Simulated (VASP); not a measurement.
Os:

```xyz
2
Lattice="2.6783 0.0000 0.0000 -1.3391 2.3195 0.0000 0.0000 0.0000 4.2315" Properties=species:S:1:pos:R:3 pbc="T T T"
Os    1.3391    0.7732    3.1736
Os    0.0000    1.5463    1.0579
```

Base run:

```yaml
Program: VASP 6.6.1
Functional: r2SCAN
Dispersion: rVV10
Potentials_or_basis: VASP PAW PBE potentials, release 64 (Os_sv_GW)
Cutoff: 620 eV
k_mesh: 11 × 11 × 6
Occupations: fermi-dirac, width 0.05 eV
Spin: no spin polarisation
```

Its results: band gap on the k mesh zero (bands 16 and 17 overlap by 4.49 eV); pressure 29.1 GPa.

Q: After a change of settings the same cell gave: band gap on the k mesh zero (bands 16 and 17 overlap by 4.29 eV); pressure 43.0 GPa. Which change was it?
A. functional from r2SCAN to PBEsol; dispersion from rVV10 to D3(BJ); cutoff from 620 eV to 560 eV
B. functional from r2SCAN to BLYP; dispersion from rVV10 to D4; cutoff from 620 eV to 560 eV
C. functional from r2SCAN to SVWN5; dispersion from rVV10 to none; cutoff from 620 eV to 560 eV

A: B.

Caveats: the cell stands under pressure; the PAW data sets were made with another functional, which shifts forces and pressure a little; spin-orbit coupling is left out, which moves the levels of the heavy elements; the dispersion term is far too large for a dense solid, which distorts pressure and volume (at least some runs).
